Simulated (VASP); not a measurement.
The system is CoSi.

```
Co Si
1.0
     2.68535    0.00000    0.00000
     0.00000    2.68535    0.00000
     0.00000    0.00000    2.68535
Co Si
1 1
Direct
  0.00000 0.00000 0.00000
  0.50000 0.50000 0.50000
```

Base run:

```yaml
Program: VASP 6.6.1
Functional: PBE
Potentials_or_basis: VASP PAW PBE potentials, release 64 (Co, Si)
Cutoff: 520 eV
k_mesh: 14 × 14 × 14
Occupations: fermi-dirac, width 0.03 eV
Spin: collinear spin, ferromagnetic start
Starting_moments: "[2.0, 0.0] μB"
```

Its results: pressure 28.5 GPa.

**Question.** The run is repeated on the same cell with these changes: spin from collinear spin, ferromagnetic start to no spin polarisation; further incar settings from ALGO = Normal; EDIFF = 1e-07; NBANDS = 18 to ALGO = Normal; EDIFF = 1e-06; NBANDS = 14. What comes out?

**Answer.** Pressure 27.7 GPa.

Caveats: the cell stands under pressure.
